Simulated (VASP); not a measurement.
Here is a VASP 6.6.1 calculation.

The input INCAR:

```
  ALGO = Normal
  DIPOL = 0.5 0.5 0.500
  EDIFF = 1E-6
  ENCUT = 520
  GGA = PE
  IDIPOL = 3
  ISIF = 2
  ISMEAR = 0
  IVDW = 12
  LASPH = True
  LCHARG = True
  LDIPOL = True
  LELF = True
  LREAL = False
  LVACPOTAV = True
  LVHAR = True
  LWAVE = False
  NBANDS = 11
  NELM = 80
  PREC = Accurate
  SIGMA = 0.02
```

KPOINTS

```
k-points
0
Gamma
  12 12 1
```

POSCAR

```
BN
1.0
    2.4160000000      0.0000000000      0.0000000000
   -1.2080000000      2.0923173755      0.0000000000
    0.0000000000      0.0000000000     26.0000000000
B N
1 1
Direct
    0.0000000000      0.0000000000      0.5027500000
    0.6666666667      0.3333333333      0.4972500000
```

Potentials or basis: VASP PAW PBE potentials, release 64 (B, N).

The run is started by

```sh
$ cat potpaw_PBE.64/B/POTCAR potpaw_PBE.64/N/POTCAR > POTCAR
$ mpirun -np 1 vasp_std > vasp.out
```

Predict the dispersion energy per atom.

-0.083 eV.

Predict the band gap on the k mesh.

4.13 eV (least direct gap 4.83 eV).

Predict the largest force.

1.942 eV/Å.

Forces in eV/Å, atoms in the order of the input:
```
B    0.000  0.000 -1.942
N    0.000  0.000  1.942
```
